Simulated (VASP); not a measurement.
# Co (P6/mmm) in VASP: further runs, part 2 of 2

VASP 6.6.1. The steps go on from the part before.

## (4) Single point, PBE, collinear spin, ferromagnetic start

Input file INCAR:

```
PREC     = Accurate       # precision mode
ENCUT    = 520            # plane-wave cutoff, eV
EDIFF    = 1E-7           # SCF threshold, eV
ISMEAR   = -1             # smearing method
SIGMA    = 0.05           # smearing width, eV
LREAL    = False          # projectors in reciprocal space
LASPH    = True           # aspherical terms in the spheres
NELM     = 150            # most SCF steps
ALGO     = Normal         # electronic algorithm
ISIF     = 2              # what is computed and relaxed
LWAVE    = False          # write WAVECAR
LCHARG   = True           # write CHGCAR
ISPIN    = 2              # spin polarisation
MAGMOM   = 1.7 1.7 1.7    # initial moments
LORBIT   = 11             # projections on sites
LMAXMIX  = 4              # l up to which the mixer works
GGA      = PE             # functional
LELF     = True           # ELF
LVHAR    = True         
NBANDS   = 24             # bands
```

Input file KPOINTS:

```
regular mesh
0
Gamma
  10 10 14
```

Input file POSCAR:

```
Co
1.0
    3.6313356630      0.0000000000      0.0000000000
   -1.8156678315      3.1448289338      0.0000000000
    0.0000000000      0.0000000000      2.2067168637
Co
3
Direct
    0.0000000000      0.0000000000      0.0000000000
    0.3333333333      0.6666666667      0.5000000000
    0.6666666667      0.3333333333      0.5000000000
```

The run is started by

```sh
$ cat potpaw_PBE.64/Co/POTCAR > POTCAR
$ mpirun -np 1 vasp_std > vasp.out
```

It took 2.4 min on 1 thread of AMD EPYC 9R45 (Zen 5), shared host; peak memory 0.18 GiB.

The run converged. Its results:

```yaml
Free_energy: -18.9151 eV
Pressure: 103.0 GPa
Net_moment: 4.01 μB per cell
Site_moments: Co +1.39, +1.27 μB
Valence_electrons_inside_the_program's_atomic_spheres: Co 8.86, 8.97
```

Stress tensor (GPa, compression positive):
```
102.81   0.00   0.00
  0.00 102.81   0.00
  0.00   0.00 103.29
```

Levels at points of the mesh, in eV from the Fermi level:
Spin up:
| k point | band 14 | band 15 | band 16 | band 17 | band 18 | band 19 |
| --- | --- | --- | --- | --- | --- | --- |
| (0.00, 0.00, 0.00) | -1.99 | -0.21 | -0.21 | 8.06 | 8.06 | 8.10 |
| (0.50, 0.00, 0.00) | -0.73 | -0.63 | -0.32 | -0.04 | 0.06 | 9.36 |
| (0.00, 0.00, 0.50) | -0.38 | 0.64 | 1.80 | 3.09 | 12.09 | 12.84 |
| (0.50, 0.00, 0.50) | -0.26 | 0.30 | 2.18 | 3.01 | 6.99 | 8.50 |
Spin down:
| k point | band 10 | band 11 | band 12 | band 13 | band 14 | band 15 |
| --- | --- | --- | --- | --- | --- | --- |
| (0.00, 0.00, 0.00) | -1.39 | -0.52 | -0.52 | -0.44 | -0.44 | 1.54 |
| (0.50, 0.00, 0.00) | -0.35 | -0.28 | 0.12 | 0.55 | 0.98 | 1.02 |
| (0.00, 0.00, 0.50) | -1.53 | 0.84 | 0.84 | 1.16 | 1.16 | 1.79 |
| (0.50, 0.00, 0.50) | -0.90 | -0.33 | 0.45 | 0.97 | 1.42 | 1.63 |

## (5) Single point, revPBE, collinear spin, ferromagnetic start

This run uses another cell than the first one, of 8.40 Å³/atom, 1.267 times its volume.

Input file INCAR:

```
SYSTEM = Co
PREC = Accurate
ENCUT = 520
EDIFF = 1E-7
ISMEAR = -4
SIGMA = 0.1
LREAL = .FALSE.
LASPH = .TRUE.
NELM = 150
ALGO = Normal
ISIF = 2
LWAVE = .FALSE.
LCHARG = .TRUE.
ISPIN = 2
MAGMOM = 1.7 1.7 1.7
LORBIT = 11
LMAXMIX = 4
GGA = RE
LELF = .TRUE.
LVHAR = .TRUE.
NBANDS = 24
```

Input file KPOINTS:

```
regular mesh
0
G
  10 10 14
  0 0 0
```

POSCAR is that of step 4.

Potentials or basis: VASP PAW PBE potentials, release 64 (Co).

The run is started by

```sh
$ cat potpaw_PBE.64/Co/POTCAR > POTCAR
$ mpirun -np 1 vasp_std > vasp.out
```

OUTCAR:

```text
SYSTEM = Co
   PREC = Accurate
   ENCUT = 520
   EDIFF = 1E-7
   ISMEAR = -4
   LREAL = .FALSE.
   LASPH = .TRUE.
   NELM = 150
   ISIF = 2
   ISPIN = 2
   LORBIT = 11
   GGA = RE

 ion  position               nearest neighbor table
   1  0.000  0.000  0.000-   2 2.37   3 2.37   2 2.37   3 2.37   2 2.37   2 2.37   3 2.37   3 2.37
                             3 2.37   3 2.37   2 2.37   2 2.37
   2  0.333  0.667  0.500-   3 2.10   3 2.10   3 2.10   1 2.37   1 2.37   1 2.37   1 2.37   1 2.37
                             1 2.37   3 3.04   3 3.04   3 3.04   3 3.04   3 3.04   3 3.04
   3  0.667  0.333  0.500-   2 2.10   2 2.10   2 2.10   1 2.37   1 2.37   1 2.37   1 2.37   1 2.37
                             1 2.37   2 3.04   2 3.04   2 3.04   2 3.04   2 3.04   2 3.04

  LATTYP: Found a hexagonal cell.
 ALAT       =     3.6313356630
 C/A-ratio  =     0.6076873824
[... 1527 lines left out ...]
    -1.815667832  3.144828934  0.000000000     0.000000000  0.317982320  0.000000000
     0.000000000  0.000000000  2.206716864     0.000000000  0.000000000  0.453161897

 POSITION                                       TOTAL-FORCE (eV/Angst)
 -----------------------------------------------------------------------------------
      0.00000      0.00000      0.00000         0.000000     -0.000000      0.000000
     -0.00000      2.09655      1.10336         0.000000     -0.000000      0.000000
      1.81567      1.04828      1.10336        -0.000000      0.000000      0.000000
 -----------------------------------------------------------------------------------
    total drift:                                0.000000      0.000000     -0.000000

  FREE ENERGIE OF THE ION-ELECTRON SYSTEM (eV)
  ---------------------------------------------------
  free  energy   TOTEN  =       -17.3927559320 eV

  energy  without entropy=      -17.3927559320  energy(sigma->0) =      -17.39275593

 total charge

# of ion       s       p       d       tot
------------------------------------------
    1        0.600   0.775   7.489   8.864
    2        0.634   0.802   7.538   8.973
    3        0.634   0.802   7.538   8.973
--------------------------------------------------
tot          1.868   2.378  22.564  26.810

 magnetization (x)

# of ion       s       p       d       tot
------------------------------------------
    1       -0.008  -0.053   1.433   1.372
    2       -0.010  -0.043   1.343   1.290
    3       -0.010  -0.043   1.343   1.290
--------------------------------------------------
tot         -0.029  -0.139   4.119   3.951
```

Run time: 2.4 min. Hardware: 1 thread of AMD EPYC 9R45 (Zen 5), shared host; peak memory 0.19 GiB.

What came out:

```yaml
Free_energy: -17.3928 eV
Pressure: 108.9 GPa
Net_moment: 4.03 μB per cell
Site_moments: Co +1.37, +1.29 μB
Valence_electrons_inside_the_program's_atomic_spheres: Co 8.86, 8.97
```

Stress tensor (GPa, compression positive):
```
108.48   0.00   0.00
  0.00 108.48   0.00
  0.00   0.00 109.74
```

Levels at points of the mesh, in eV from the Fermi level:
Spin up:
| k point | band 14 | band 15 | band 16 | band 17 | band 18 | band 19 |
| --- | --- | --- | --- | --- | --- | --- |
| (0.00, 0.00, 0.00) | -2.01 | -0.24 | -0.24 | 8.04 | 8.04 | 8.08 |
| (0.50, 0.00, 0.00) | -0.76 | -0.65 | -0.35 | -0.07 | 0.06 | 9.36 |
| (0.00, 0.00, 0.50) | -0.41 | 0.60 | 1.78 | 3.07 | 12.11 | 12.85 |
| (0.50, 0.00, 0.50) | -0.29 | 0.26 | 2.17 | 3.00 | 6.98 | 8.49 |
Spin down:
| k point | band 9 | band 10 | band 11 | band 12 | band 13 | band 14 | band 15 | band 16 |
| --- | --- | --- | --- | --- | --- | --- | --- | --- |
| (0.00, 0.00, 0.00) | -1.39 | -1.39 | -0.51 | -0.51 | -0.44 | -0.44 | 1.55 | 1.55 |
| (0.50, 0.00, 0.00) | -1.41 | -0.34 | -0.29 | 0.09 | 0.55 | 0.99 | 1.02 | 1.03 |
| (0.00, 0.00, 0.50) | -1.52 | -1.52 | 0.84 | 0.84 | 1.16 | 1.16 | 1.80 | 3.15 |
| (0.50, 0.00, 0.50) | -1.38 | -0.90 | -0.33 | 0.44 | 0.97 | 1.42 | 1.64 | 2.83 |

Caveat: the PAW data sets were made with another functional, which shifts forces and pressure a little.

## (6) Overview

```tsv
level	cell	smearing	gap on the mesh (eV)	pressure (GPa)	moment (μB)
PBE	a = 3.361, b = 3.361, c = 2.034 Å, angles 90.0, 90.0, 120.0°, 3 atoms	fermi-dirac 0.05 eV	none	323.7	0.99
PBE	a = 3.631, b = 3.631, c = 2.207 Å, angles 90.0, 90.0, 120.0°, 3 atoms	fermi-dirac 0.05 eV	none	103.0	4.01
revPBE	a = 3.631, b = 3.631, c = 2.207 Å, angles 90.0, 90.0, 120.0°, 3 atoms	tetrahedron	none	108.9	4.03
```

Alike in all rows: task single point; potentials or basis VASP PAW PBE potentials, release 64 (Co); spin collinear, ferromagnetic start; k mesh 10 × 10 × 14; cutoff (eV) 520.

Caveats: the PAW data sets were made with another functional, which shifts forces and pressure a little (some runs).

Absolute energies hang on the potentials; compare differences alone.
